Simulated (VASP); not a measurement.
Wanted: the native input for a VASP 6.6.1 run.

| Property | Result |
| --- | --- |
| Task | relaxation of cell and atoms |
| Functional | BLYP |
| Dispersion | D3(BJ) |
| Potentials or basis | VASP PAW PBE potentials, release 64 (Zn) |
| Cutoff | 600 eV |
| k mesh | 12 × 12 × 12 |
| Occupations | fermi-dirac, width 0.05 eV |
| Spin | no spin polarisation |
| Dipole correction | no |
| Further INCAR settings | ALGO = Normal; EDIFF = 1e-07; IBRION = 2; EDIFFG = -0.01; NSW = 60; ISIF = 3 |

The structure of Zn lies in POSCAR:

```
Zn
1.0
    0.0000000000      1.9647760000      1.9647760000
    1.9647760000      0.0000000000      1.9647760000
    1.9647760000      1.9647760000      0.0000000000
Zn
1
Direct
    0.0000000000      0.0000000000      0.0000000000
```

This isn't the form of Zn at room conditions, which is hcp.

The input as run:

INCAR

```
  PREC = Accurate
  ENCUT = 600
  EDIFF = 1E-7
  ISMEAR = -1
  SIGMA = 0.05
  LREAL = F
  LASPH = T
  NELM = 80
  ALGO = Normal
  ISIF = 3
  LWAVE = F
  LCHARG = F
  GGA = B5
  ALDAX = 1.0
  AGGAX = 1.0
  AGGAC = 1.0
  ALDAC = 0.0
  IVDW = 12
  VDW_S6 = 1.0
  VDW_S8 = 2.6996
  VDW_A1 = 0.4298
  VDW_A2 = 4.2359
  IBRION = 2
  NSW = 60
  EDIFFG = -0.01
```

KPOINTS

```
Automatic mesh
0
Gamma
  12 12 12
```

Potentials or basis: VASP PAW PBE potentials, release 64 (Zn).

The run is started by

```console
$ cat potpaw_PBE.64/Zn/POTCAR > POTCAR
$ mpirun -np 1 vasp_std > vasp.out
```

It gave:

* Relaxed volume: 14.36 Å³/atom
* Relaxed cell: a = 2.728 Å, b = 2.728 Å, c = 2.728 Å, α = 60.00°, β = 60.00°, γ = 60.00°
* Space group after relaxing (to 0.1 Å): Fm-3m (No. 225)
* Energy gained by relaxing: 9.4 meV/atom
* Ionic steps: 3
* Pressure after relaxing: 0.0 GPa
* Band gap on the k mesh: zero (bands 6 and 7 overlap by 3.73 eV)
* Dispersion energy per atom: -0.956 eV

Caveat: the PAW data sets were made with another functional, which shifts forces and pressure a little.

Wall time 56 s on 1 thread of Intel Xeon 8259CL, on a shared host, peak memory 0.16 GiB.
